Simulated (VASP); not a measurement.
A run of VASP 6.6.1:

INCAR

```
SYSTEM = B
  ALGO = Normal
  EDIFF = 1E-7
  ENCUT = 520
  GGA = PE
  ISIF = 2
  ISMEAR = 0
  LASPH = .True.
  LCHARG = .False.
  LREAL = Auto
  LWAVE = .False.
  NBANDS = 38
  NELM = 100
  PREC = Accurate
  SIGMA = 0.1
```

The input KPOINTS:

```
k-points
0
Gamma
  18 18 2
  0 0 0
```

POSCAR

```
B
1.0
    2.7217996392      0.0000000000      0.0000000000
   -1.3608998196      2.3571476316      0.0000000000
    0.0000000000      0.0000000000     19.2214379631
B
16
Direct
    0.3333333333      0.6666666667      0.8142086272
    0.0000000000      0.0000000000      0.6747862248
    0.6666666667      0.3333333333      0.3711358673
    0.6666666667      0.3333333333      0.5432722523
    0.0000000000      0.0000000000      0.4103244194
    0.3333333333      0.6666666667      0.0986431830
    0.0000000000      0.0000000000      0.2382564116
    0.6666666667      0.3333333333      0.9563182323
    0.6666666667      0.3333333333      0.0436817677
    0.6666666667      0.3333333333      0.6288641327
    0.3333333333      0.6666666667      0.9013568170
    0.0000000000      0.0000000000      0.3252137752
    0.0000000000      0.0000000000      0.7617435884
    0.0000000000      0.0000000000      0.5896755806
    0.3333333333      0.6666666667      0.1857913728
    0.6666666667      0.3333333333      0.4567277477
```

Potentials or basis: VASP PAW PBE potentials, release 64 (B).

The run is started by

```bash
$ cat potpaw_PBE.64/B/POTCAR > POTCAR
$ mpirun -np 1 vasp_std > vasp.out
```

Hardware: 1 thread of Intel(R) Xeon(R) Platinum 8488C (Sapphire Rapids), on a shared host.

Q: Estimate the wall time of this run.

A: Wall time 7.9 min on 1 thread of Intel(R) Xeon(R) Platinum 8488C (Sapphire Rapids), on a shared host, peak memory 0.35 GiB. Counts: scf iterations 16, k points 74.
